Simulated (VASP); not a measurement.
Crystal: Hf4Cl.

```
Hf Cl
1.0
    -2.95036    2.95036    2.95036
     2.95036   -2.95036    2.95036
     2.95036    2.95036   -2.95036
Hf Cl
4 1
Cartesian
  1.4752 1.4752 -1.4752
  -1.4752 1.4752 1.4752
  1.4752 1.4752 1.4752
  1.4752 -1.4752 1.4752
  0.0000 0.0000 0.0000
```

- Program: VASP 6.6.1
- Task: relaxation of cell and atoms
- Functional: PBE
- Potentials or basis: VASP PAW PBE potentials, release 64 (Hf_pv, Cl)
- Cutoff: 600 eV
- k mesh: 4 × 4 × 4
- Occupations: gaussian, width 0.1 eV
- Spin: no spin polarisation

At the start: pressure 8.5 GPa; volume 20.55 Å³/atom.

**Question.** How do energy, volume and symmetry change on relaxing?

**Answer.** Over 3 steps the energy falls by 42.5 meV/atom and the volume is 22.27 Å³/atom (+8.4 %); space group Im-3m (No. 229, to 0.05 Å).

Step by step:
| step | energy change (eV) | largest force (eV/Å) | pressure (GPa) | volume (Å³) |
| --- | --- | --- | --- | --- |
| 1 | 0.0000 | 0.0000 | 8.53 | 102.73 |
| 2 | -0.0579 | 0.0000 | -5.22 | 119.86 |
| 3 | -0.2127 | 0.0000 | -0.04 | 111.36 |

Final structure:
```
Hf Cl
1.0
    -3.03082    3.03082    3.03082
     3.03082   -3.03082    3.03082
     3.03082    3.03082   -3.03082
Hf Cl
4 1
Direct
  0.00000 0.00000 0.50000
  0.50000 0.00000 0.00000
  0.50000 0.50000 0.50000
  0.00000 0.50000 0.00000
  0.00000 0.00000 0.00000
```

Caveat: the k points lie up to 0.37 Å⁻¹ apart in the final cell; an odd number of electrons without spin polarisation forces a metal; a magnetic or distorted state may lie lower.
